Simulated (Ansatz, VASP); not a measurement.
**Two plane-wave programs on Ti4O5**

```
Ti O
1.0
    -3.27198    3.27198    2.06155
     3.27198   -3.27198    2.06155
     3.27198    3.27198   -2.06155
Ti O
4 5
Direct
  0.60705 0.21536 0.82241
  0.21536 0.39295 0.60831
  0.78464 0.60705 0.39169
  0.39295 0.78464 0.17759
  0.90809 0.30756 0.21565
  0.30756 0.09191 0.39947
  0.69244 0.90809 0.60053
  0.09191 0.69244 0.78435
  0.50000 0.50000 0.00000
```

Alike in both runs: functional PBEsol; k mesh 10 × 10 × 10; occupations gaussian, width 0.1 eV; no spin polarisation.

Ansatz relaxed the structure, and its values are those at the end. VASP's run is a single point on that final structure, the one shown.

```csv
,VASP,Ansatz
version,VASP 6.6.1,Ansatz 0.2.0
potentials or method,"VASP PAW PBE potentials, release 64 (Ti_sv, O), cutoff 520 eV","scalar-relativistic, plane waves, PAW"
valence electrons in the cell,78,78
```

VASP gave:

| Item | Value |
| --- | --- |
| gap on the k mesh at the Fermi level (eV) | none |
| pressure (GPa) | 0.8 |
| rms of the force components (eV/Å) | 0.008 |

Q: Which values does Ansatz return?

A: gap on the k mesh at the Fermi level (eV): none; pressure (GPa): 0.0; rms of the force components (eV/Å): 0.000.

VASP's potentials were made for PBE, not for PBEsol. A gap of «none» marks a metal or a gap that the smearing closes. With one functional, cell and mesh, what is left measures potentials, basis and numerics.
